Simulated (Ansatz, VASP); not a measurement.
## SrCl2: VASP beside Ansatz

```
Sr Cl
1.0
     0.00000    3.53682    3.48403
     3.53682    0.00000    3.48403
     3.53682    3.53682    0.00000
Sr Cl
1 2
Direct
  0.00000 0.00000 0.00000
  0.25000 0.25000 0.25000
  0.75000 0.75000 0.75000
```

Change from the starting cell: strain +e along x and -e along y +0.0000, strain +e along z and -e/2 along x and y -0.0100.

Alike in both runs: task single point; functional PBE; k mesh 6 × 6 × 6; occupations gaussian, width 0.05 eV; no spin polarisation.

|  | VASP | Ansatz |
| --- | --- | --- |
| version | VASP 6.6.1 | Ansatz 0.2.0 |
| potentials or method | VASP PAW PBE potentials, release 64 (Sr_sv, Cl), cutoff 520 eV | scalar-relativistic, plane waves, PAW |
| valence electrons in the cell | 24 | 24 |

|  | VASP | Ansatz | Ansatz less VASP |
| --- | --- | --- | --- |
| gap on the k mesh at the Fermi level (eV) | 5.17 | 5.17 | +0.004 |
| least direct gap on the mesh (eV) | 5.45 | 5.46 | +0.002 |
| pressure (GPa) | 0.1 | 0.0 | -0.07 |
| traceless stress, the component that is largest in VASP (GPa) | 0.50 | 0.50 | +0.003 |

The functional is the same, so the differences come from potentials, cutoffs and numerics.
